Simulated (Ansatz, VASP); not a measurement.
## Mg2GeN3 in VASP and in Ansatz

```
CELL_PARAMETERS angstrom
-0.00015 -0.00250 -5.00702
5.09803 -2.95164 -0.00153
-5.09745 -2.95066 -0.00193
ATOMIC_POSITIONS crystal
Mg 0.98183 0.50197 0.83207
Mg 0.48178 0.49796 0.16785
Mg 0.48178 0.16786 0.49800
Mg 0.98184 0.83207 0.50192
Ge 0.99698 0.16287 0.16287
Ge 0.49714 0.83709 0.83709
N 0.91307 0.47226 0.16611
N 0.91307 0.16610 0.47231
N 0.37403 0.13852 0.13851
N 0.41315 0.83396 0.52779
N 0.41316 0.52783 0.83397
N 0.87417 0.86151 0.86151
```

Change from the starting cell: cell x1, atoms moved at random (sigma 0.1 Å) and cell strained at random (1.5 %), then relaxed without symmetry.

Alike in both runs: functional PBE; k mesh 4 × 4 × 4; occupations gaussian, width 0.2 eV; no spin polarisation.

Ansatz relaxed the structure, and its values are those at the end. VASP's run is a single point on that final structure, the one shown.

|  | VASP | Ansatz |
| --- | --- | --- |
| version | VASP 6.6.1 | Ansatz 0.2.0 |
| potentials or method | VASP PAW PBE potentials, release 64 (Mg, Ge_d, N), cutoff 520 eV | scalar-relativistic, plane waves, PAW |
| valence electrons in the cell | 66 | 98 |

Ansatz gave:

| Item | Value |
| --- | --- |
| gap on the k mesh at the Fermi level (eV) | none |
| pressure (GPa) | 0.1 |
| rms of the force components (eV/Å) | 0.001 |

Question: Which values does VASP return?

Answer: gap on the k mesh at the Fermi level (eV): none; pressure (GPa): -0.3; rms of the force components (eV/Å): 0.005.

A gap of «none» marks a metal or a gap that the smearing closes. The functional is the same, so the differences come from potentials, cutoffs and numerics. VASP's potentials hold 66 valence electrons a cell and Ansatz's 98, so a difference there can come from the potentials and not from the codes.
